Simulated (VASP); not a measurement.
A run of VASP 6.6.1 is set up as follows.

Contents of POSCAR:

```
SiC
1.0
    0.0000000000      1.9153823565      1.9153823565
    1.9153823565      0.0000000000      1.9153823565
    1.9153823565      1.9153823565      0.0000000000
Si C
1 1
Direct
    0.0000000000      0.0000000000      0.0000000000
    0.2500000000      0.2500000000      0.2500000000
```

Contents of INCAR.step1:

```
PREC = Accurate
ENCUT = 520
ISMEAR = 0
SIGMA = 0.05
LREAL = F
LASPH = T
NELM = 100
NBANDS = 11
GGA = PE
ALGO = Normal
EDIFF = 1E-4
LWAVE = T
LCHARG = F
```

Contents of INCAR.step2:

```
PREC = Accurate
ENCUT = 520
EDIFF = 1E-7
ISMEAR = 0
SIGMA = 0.05
LREAL = F
LASPH = T
NELM = 100
ALGO = Normal
ISIF = 2
LWAVE = F
LCHARG = T
METAGGA = R2SCAN
LMIXTAU = T
LELF = T
LVHAR = T
NBANDS = 11
ISTART = 1
```

KPOINTS

```
regular mesh
0
Gamma
  10 10 10
```

Potentials or basis: VASP PAW PBE potentials, release 64 (Si, C).

Launch:

```bash
$ cat potpaw_PBE.64/Si/POTCAR potpaw_PBE.64/C/POTCAR > POTCAR
$ cp INCAR.step1 INCAR
$ mpirun -np 1 vasp_std > vasp.out
$ cp INCAR.step2 INCAR
$ mpirun -np 1 vasp_std > vasp.out
```

Q: What does it give for the band gap on the k mesh?

A: 1.38 eV, indirect (least direct gap 5.42 eV).

Q: Estimate the pressure.

A: 179.0 GPa.

Caveat: the PAW data sets were made with another functional, which shifts forces and pressure a little. A k mesh can miss the band edges.
